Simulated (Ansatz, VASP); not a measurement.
## One calculation of C, two programs

```
C
1.0
     0.00000    1.54942    1.78340
     2.01738    0.00000    1.78340
     2.01738    1.54942    0.00000
C
2
Direct
  0.50000 0.50000 0.50000
  0.75000 0.75000 0.75000
```

Change from the starting cell: strain +0.1312 x Voigt [1, -1, 0, 0, 0, 0], atoms carried along.

Alike in both runs: task single point; functional r2SCAN; k mesh 12 × 12 × 12; occupations gaussian, width 0.05 eV; no spin polarisation.

|  | VASP | Ansatz |
| --- | --- | --- |
| version | VASP 6.6.1 | Ansatz 0.2.0 |
| potentials or method | VASP PAW PBE potentials, release 64 (C), cutoff 520 eV | scalar-relativistic, plane waves, PAW |
| valence electrons in the cell | 8 | 8 |

```csv
,VASP,Ansatz,Ansatz less VASP
gap on the k mesh at the Fermi level (eV),none,none,-
pressure (GPa),8.7,7.6,-1.09
"traceless stress, the component that is largest in VASP (GPa)",-142.43,-142.78,-0.356
```

VASP's potentials were made for PBE, not for r2SCAN. A gap of «none» marks a metal or a gap that the smearing closes. With one functional, cell and mesh, what is left measures potentials, basis and numerics.
